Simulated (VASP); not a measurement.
# TiAl3 (Pmm2) in VASP: single point with PBEsol

Aim: the single point of TiAl3 with PBEsol.

All numbers are computed with VASP 6.6.1; they aren't measurements. Logs are shortened: lines on timing, memory, paths and dates and some standing lists are left out, and cuts for length are marked.

## Step 1: The cell of the first run

It takes space group Pmm2 (No. 25, orthorhombic). The conventional cell has a = 2.840 Å, b = 4.681 Å, c = 4.901 Å, α = 90.00°, β = 90.00°, γ = 90.00°. Ti (site symmetry mm2) has 10 Al at 2.83 to 2.85 Å and 2 Ti at 2.84 Å within 3.7 Å. Within 3.7 Å of Al (site symmetry mm2) lie 4 Ti at 2.83 to 2.84 Å and 8 Al at 2.84 to 2.86 Å. Al (site symmetry mm2) has 8 Al at 2.81 to 2.86 Å and 4 Ti at 2.85 Å within 3.7 Å. Al (site symmetry mm2) has 10 Al at 2.81 to 2.86 Å and 2 Ti at 2.85 Å within 3.7 Å.

## Step 2: Single point, PBEsol

Input file INCAR:

```
PREC = Accurate ; ENCUT = 520
EDIFF = 1E-6 ; ISMEAR = 0
SIGMA = 0.1 ; LREAL = F
LASPH = T ; NELM = 100
ALGO = Fast ; ISIF = 2
LWAVE = F ; LCHARG = F
GGA = PS ; NBANDS = 18
```

Input file KPOINTS:

```
Automatic mesh
0
Gamma
  22 14 12
```

Input file POSCAR:

```
TiAl3
1.0
    2.8396770000      0.0000000000      0.0000000000
    0.0000000000      4.6812640000      0.0000000000
    0.0000000000      0.0000000000      4.9007420000
Ti Al
1 3
Direct
    0.0000000000      0.5000000000      0.1659160000
    0.5000000000      0.5000000000      0.6672710000
    0.5000000000      0.0000000000      0.3309120000
    0.0000000000      0.0000000000      0.8359000000
```

Potentials or basis: VASP PAW PBE potentials, release 64 (Ti_sv, Al).

The run is started by

```console
$ cat potpaw_PBE.64/Ti_sv/POTCAR potpaw_PBE.64/Al/POTCAR > POTCAR
$ mpirun -np 1 vasp_std > vasp.out
```

OUTCAR:

```text
PREC = Accurate
   ENCUT = 520
   EDIFF = 1E-6
   ISMEAR = 0
   LREAL = F
   LASPH = T
   NELM = 100
   ISIF = 2
   GGA = PS

 ion  position               nearest neighbor table
   1  0.000  0.500  0.166-   2 2.83   2 2.83   2 2.84   2 2.84   4 2.85   4 2.85   3 2.85   3 2.85
                             3 2.85   3 2.85
   2  0.500  0.500  0.667-   1 2.83   1 2.83   1 2.84   1 2.84   4 2.86   4 2.86   4 2.86   4 2.86
                             3 2.86   3 2.86
   3  0.500  0.000  0.331-   4 2.81   4 2.81   4 2.85   4 2.85   1 2.85   1 2.85   1 2.85   1 2.85
                             2 2.86   2 2.86
   4  0.000  0.000  0.836-   3 2.81   3 2.81   1 2.85   1 2.85   3 2.85   3 2.85   2 2.86   2 2.86
                             2 2.86   2 2.86

  LATTYP: Found a simple orthorhombic cell.
 ALAT       =     2.8396770000
 B/A-ratio  =     1.6485198845
 C/A-ratio  =     1.7258096607

  Lattice vectors:

 A1 = (   2.8396770000,   0.0000000000,   0.0000000000)
 A2 = (   0.0000000000,   4.6812640000,   0.0000000000)
 A3 = (   0.0000000000,   0.0000000000,   4.9007420000)

Analysis of symmetry for initial positions (statically):
=====================================================================
 Subroutine PRICEL returns:
 Original cell was already a primitive cell.

 Routine SETGRP: Setting up the symmetry group for a
 simple orthorhombic supercell.

 Subroutine GETGRP returns: Found  4 space group operations
 (whereof  4 operations were pure point group operations)
 out of a pool of  8 trial point group operations.

The static configuration has the point symmetry C_2v.

Analysis of symmetry for dynamics (positions and initial velocities):
=====================================================================
 Subroutine PRICEL returns:
 Original cell was already a primitive cell.

 Routine SETGRP: Setting up the symmetry group for a
 simple orthorhombic supercell.

 Subroutine GETGRP returns: Found  4 space group operations
 (whereof  4 operations were pure point group operations)
 out of a pool of  8 trial point group operations.

The dynamic configuration has the point symmetry C_2v.

 Subroutine INISYM returns: Found  4 space group operations
 (whereof  4 operations are pure point group operations),
 and found     1 'primitive' translations

----------------------------------------------------------------------------------------

                                     Primitive cell

[... 95 lines left out ...]
   LREAL  =      F    real-space projection
   EDIFFG = 0.1E-04   stopping-criterion for IOM
   NSW    =      0    number of steps for IOM
   IBRION =     -1    ionic relax: 0-MD 1-quasi-New 2-CG
   NFREE  =      0    steps in history (QN), initial steepest desc. (CG)
   ISIF   =      2    stress and relaxation
   ISYM   =      2    0-nonsym 1-usesym 2-fastsym
   POTIM  = 0.5000    time-step for ionic-motion
   TEBEG  =    0.0;   TEEND  =   0.0 temperature during run
   PSTRESS=    0.0 pullay stress
   NELECT =      21.0000    total number of electrons
   NUPDOWN=      -1.0000    fix difference up-down
   EMIN   =  10.00;   EMAX   =-10.00  energy-range for DOS
   EFERMI =   0.00;   METHOD = LEGACY
   ISMEAR =     0;   SIGMA  =   0.10  broadening in eV -4-tet -1-fermi 0-gaus
   EFERMI_NEDOS =   21; number of points for ismear=-14 and -15
   IALGO  =     68    algorithm
   IMIX   =      4    mixing-type and parameters
     AMIX     =   0.40;   BMIX     =  1.00
     AMIX_MAG =   1.60;   BMIX_MAG =  1.00
  volume/ion in A,a.u.               =      16.29       109.91
  Fermi-wavevector in a.u.,A,eV,Ry     =   1.122492  2.121202 17.143184  1.259988
  Thomas-Fermi vector in A             =   2.259152
   LORBIT       =      0    0 simple, 1 ext, 2 COOP (PROOUT), +10 PAW based schemes
   GGA     = PS    functional components
   LHFCALC =     F    Hartree Fock is set to
   AEXX    =    0.0000 exact exchange contribution
   IVDW    =     0    specifies the selected vdW correction
   LEPSILON=     F    determine dielectric tensor
   LRPA    =     F    only Hartree local field effects (RPA)
 non-spin polarized calculation
 RMM-DIIS sequential band-by-band and
 Gauss-broadening in eV      SIGMA  =   0.10
  energy-cutoff  :      520.00
  volume of cell :       65.15
 maximum number of plane-waves:      1776
 NGX is ok and might be reduce to    24
   NGX = 11   NGY = 17   NGZ = 19

 number of electron      21.0000004 magnetization

 Free energy of the ion-electron system (eV)
  ---------------------------------------------------
  ext. energy  EPLUGINS =         0.00000000
  ---------------------------------------------------
  free energy    TOTEN  =       -21.58097391 eV

  energy without entropy =      -21.56589952  energy(sigma->0) =      -21.57343672

 E-fermi :   7.9731     XC(G=0): -10.7131

 val. band max:        7.9727059991   @ k =   0.0909   0.5000   0.1667
 cond. band min:       7.9746157317   @ k =   0.2727   0.4286   0.5000
 fundamental gap:      0.0019097326
 Fermi energy:         7.9730845108

 k-point     1 :       0.0000    0.0000    0.0000
  band No.  band energies     occupation
      1     -48.2991      2.00000
      2     -24.7298      2.00000
      3     -24.7211      2.00000
      4     -24.3593      2.00000
      5      -2.1336      2.00000
      6       2.9235      2.00000
[... 481 lines left out ...]
      5       2.3441      2.00000
      6       2.4144      2.00000
[... 10 lines left out ...]
     17      11.3619      0.00000
     18      12.1256      0.00000

 [... further k-points ...]

------------------------ aborting loop because EDIFF is reached ----------------------------------------

  FORCE on cell =-STRESS in cart. coord.  units (eV):
  Direction    XX          YY          ZZ          XY          YZ          ZX
  --------------------------------------------------------------------------------------
  -------------------------------------------------------------------------------------
  Total       -1.4848314     -0.7337991     -0.6847551      0.0000000      0.0000000      0.0000000
  in kB      -36.5168923    -18.0465360    -16.8403814      0.0000000      0.0000000      0.0000000
  external PRESSURE =     -23.8012699 kB  Pullay stress =       0.0000000 kB

 VOLUME and BASIS-vectors are now :
 -----------------------------------------------------------------------------
  energy-cutoff  :      520.00
  volume of cell :       65.15
      direct lattice vectors                 reciprocal lattice vectors
     2.839677000  0.000000000  0.000000000     0.352152727  0.000000000  0.000000000
     0.000000000  4.681264000  0.000000000     0.000000000  0.213617519  0.000000000
     0.000000000  0.000000000  4.900742000     0.000000000  0.000000000  0.204050734

 POSITION                                       TOTAL-FORCE (eV/Angst)
 -----------------------------------------------------------------------------------
      0.00000      2.34063      0.81311         0.000000      0.000000     -0.047010
      1.41984      2.34063      3.27012         0.000000      0.000000      0.002047
      1.41984      0.00000      1.62171         0.000000      0.000000     -0.001811
      0.00000      0.00000      4.09653         0.000000      0.000000      0.046774
 -----------------------------------------------------------------------------------
    total drift:                                0.000000      0.000000      0.000115

  FREE ENERGIE OF THE ION-ELECTRON SYSTEM (eV)
  ---------------------------------------------------
  free  energy   TOTEN  =       -21.5809739130 eV

  energy  without entropy=      -21.5658995214  energy(sigma->0) =      -21.57343672
```

OSZICAR:

```text
N       E                     dE             d eps       ncg     rms          rms(c)
DAV:   1     0.129724086959E+03    0.12972E+03   -0.94931E+03 24192   0.109E+03
DAV:   2    -0.102802820333E+02   -0.14000E+03   -0.13676E+03 24470   0.294E+02
DAV:   3    -0.227629510936E+02   -0.12483E+02   -0.12283E+02 43100   0.729E+01
[... 18 lines left out ...]
RMM:  22    -0.215809676022E+02   -0.34906E-05   -0.38186E-05 32774   0.259E-02    0.929E-03
RMM:  23    -0.215809702644E+02   -0.26622E-05   -0.27166E-05 33262   0.238E-02    0.502E-03
RMM:  24    -0.215809720663E+02   -0.18019E-05   -0.17668E-05 30175   0.197E-02    0.654E-03
RMM:  25    -0.215809733143E+02   -0.12480E-05   -0.12383E-05 28379   0.159E-02    0.831E-03
RMM:  26    -0.215809739130E+02   -0.59874E-06   -0.84207E-06 27315   0.123E-02
   1 F= -.21580974E+02 E0= -.21573437E+02  d E =-.150744E-01
```

It took 37 min on 1 thread of Oxide Virtual Turin-like, shared host; peak memory 0.73 GiB.

What came out:

* Free energy: -21.5810 eV
* Pressure: -2.4 GPa
* Largest force: 0.047 eV/Å

Forces in eV/Å, atoms in the order of the input:
```
Ti   0.000  0.000 -0.047
Al   0.000  0.000  0.002
Al   0.000  0.000 -0.002
Al   0.000  0.000  0.047
```

Stress tensor (GPa, compression positive):
```
-3.65  0.00  0.00
 0.00 -1.80  0.00
 0.00  0.00 -1.68
```

Levels at points of the mesh, in eV from the Fermi level:
```csv
k point,band 8,band 9,band 10,band 11,band 12,band 13,band 14,band 15
"(0.00, 0.00, 0.00)",-3.47,-2.62,-0.76,-0.36,2.34,2.41,2.72,2.81
"(0.50, 0.00, 0.00)",-1.93,-1.72,0.38,0.60,0.75,1.38,1.54,2.24
"(0.00, 0.50, 0.00)",-3.09,-1.99,-1.46,-0.13,2.25,2.35,2.67,3.10
"(0.50, 0.50, 0.00)",-3.30,-1.66,-0.47,-0.30,0.79,1.15,1.34,3.41
"(0.00, 0.00, 0.50)",-2.22,-2.09,-1.03,-0.27,2.23,2.28,2.42,3.25
"(0.50, 0.00, 0.50)",-3.43,-1.30,-0.18,-0.11,0.58,1.22,1.96,3.28
"(0.00, 0.50, 0.50)",-4.77,-0.15,-0.02,0.76,2.26,2.28,3.72,5.00
"(0.50, 0.50, 0.50)",-3.24,-2.75,-2.74,-0.77,-0.19,1.04,2.07,2.35
```

Caveat: the PAW data sets were made with another functional, which shifts forces and pressure a little.
